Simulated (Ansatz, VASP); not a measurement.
# One calculation of TaWC2, two programs

```
W Ta C
1.0
     1.57186    0.90751    5.15264
    -1.57186    0.90751    5.15264
     0.00000   -1.81502    5.15264
W Ta C
1 1 2
Direct
  0.00000 0.00000 0.00000
  0.50000 0.50000 0.50000
  0.25093 0.25093 0.25093
  0.74907 0.74907 0.74907
```

Alike in both runs: functional PBE; k mesh 8 × 8 × 8; occupations fermi-dirac, width 0.05 eV; no spin polarisation.

|  | VASP | Ansatz |
| --- | --- | --- |
| version | VASP 6.6.1 | Ansatz 0.2.0 |
| potentials or method | VASP PAW PBE potentials, release 64 (W_sv, Ta_pv, C) | Ansatz PAW |
| plane-wave cutoff (eV) | 520 | 420 |
| valence electrons in the cell | 33 | 35 |
| task | single point | band structure |

|  | VASP | Ansatz | Ansatz less VASP |
| --- | --- | --- | --- |
| gap on the k mesh at the Fermi level (eV) | none | none | - |
| pressure (GPa) | -5.2 | -5.9 | -0.72 |
| traceless stress, the component that is largest in VASP (GPa) | -1.14 | -1.16 | -0.020 |
| rms of the force components (eV/Å) | 0.027 | 0.024 | -0.0031 |

Atom by atom the forces differ by 0.003 eV/Å (rms over components). A gap of «none» marks a metal or a gap that the smearing closes. VASP's potentials hold 33 valence electrons a cell and Ansatz's 35, so a difference there can come from the potentials and not from the codes.

Neither program's run includes spin-orbit coupling.
